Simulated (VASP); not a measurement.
Crystal: Fe.

```xyz
1
Lattice="0.0000 1.9417 1.9651 1.4984 0.0000 1.9651 1.4984 1.9417 0.0000" Properties=species:S:1:pos:R:3 pbc="T T T"
Fe    0.0000    0.0000    0.0000
```

Base run:

```yaml
Program: VASP 6.6.1
Functional: r2SCAN
Potentials_or_basis: VASP PAW PBE potentials, release 64 (Fe)
Cutoff: 520 eV
k_mesh: 13 × 13 × 13
Occupations: fermi-dirac, width 0.05 eV
Spin: collinear spin, ferromagnetic start
Starting_moments: "[3.0] μB"
```

Its results: pressure 6.1 GPa; net moment 2.64 μB per cell; site moments Fe +2.69 μB.

**Question.** The run is repeated on the same cell with these changes: functional from r2SCAN to PBE0; k mesh from 13 × 13 × 13 to 7 × 7 × 7. What comes out?

**Answer.** Pressure 15.8 GPa; net moment 2.86 μB per cell; site moments Fe +2.89 μB.

Several settings changed at once.

Caveats: some runs use coarse meshes; the PAW data sets were made with another functional, which shifts forces and pressure a little; the stress differs along the axes, from 2 to 9 GPa (at least some runs).
